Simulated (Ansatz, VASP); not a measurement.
Hf2NbN2 in VASP and in Ansatz

```
Hf Nb N
1.0
    -2.46885    2.69706    2.72799
     2.46885   -2.69706    2.72799
     2.46885    2.69706   -2.72799
Hf Nb N
2 1 2
Direct
  0.00000 0.76866 0.76866
  0.00000 0.23134 0.23134
  0.50000 0.50000 0.00000
  0.50000 0.17221 0.67221
  0.50000 0.82779 0.32779
```

Alike in both runs: task single point; functional PBE; k mesh 6 × 6 × 6; occupations gaussian, width 0.1 eV; no spin polarisation.

|  | VASP | Ansatz |
| --- | --- | --- |
| version | VASP 6.6.1 | Ansatz 0.2.0 |
| potentials or method | VASP PAW PBE potentials, release 64 (Hf_pv, Nb_sv, N), cutoff 520 eV | scalar-relativistic, plane waves, PAW |
| valence electrons in the cell | 43 | 75 |

|  | VASP | Ansatz | Ansatz less VASP |
| --- | --- | --- | --- |
| gap on the k mesh at the Fermi level (eV) | none | none | - |
| rms of the force components (eV/Å) | 6.470 | 6.424 | -0.0467 |

Atom by atom the forces differ by 0.072 eV/Å (rms over components). A gap of «none» marks a metal or a gap that the smearing closes. With one functional, cell and mesh, what is left measures potentials, basis and numerics. VASP's potentials hold 43 valence electrons a cell and Ansatz's 75, so a difference there can come from the potentials and not from the codes.

Spin-orbit coupling is off throughout.
